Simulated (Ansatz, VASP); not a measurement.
One calculation of Sb, two programs

```
CELL_PARAMETERS angstrom
8.01600 0.00000 0.00000
0.00000 8.01600 0.00000
0.00000 0.00000 3.10278
ATOMIC_POSITIONS crystal
Sb 0.13069 0.36931 0.00000
Sb 0.36931 0.86931 0.00000
Sb 0.86931 0.63069 0.00000
Sb 0.63069 0.13069 0.00000
Sb 0.00000 0.00000 0.00000
Sb 0.50000 0.50000 0.00000
```

Alike in both runs: functional PBE; k mesh 2 × 2 × 6; occupations gaussian, width 0.1 eV; no spin polarisation.

Ansatz relaxed the structure, and its values are those at the end. VASP's run is a single point on that final structure, the one shown.

|  | VASP | Ansatz |
| --- | --- | --- |
| version | VASP 6.6.1 | Ansatz 0.2.0 |
| potentials or method | VASP PAW PBE potentials, release 64 (Sb), cutoff 520 eV | scalar-relativistic, plane waves, PAW |
| valence electrons in the cell | 30 | 90 |

Ansatz gave:

| Item | Value |
| --- | --- |
| gap on the k mesh at the Fermi level (eV) | none |
| pressure (GPa) | 0.2 |
| rms of the force components (eV/Å) | 0.005 |

**Question.** Which values does VASP return?

**Answer.** gap on the k mesh at the Fermi level (eV): none; pressure (GPa): 0.2; rms of the force components (eV/Å): 0.003.

A gap of «none» marks a metal or a gap that the smearing closes. VASP's potentials hold 30 valence electrons a cell and Ansatz's 90, so a difference there can come from the potentials and not from the codes.

The k mesh is coarse, so the values compare programs but aren't converged. Neither program's run includes spin-orbit coupling.
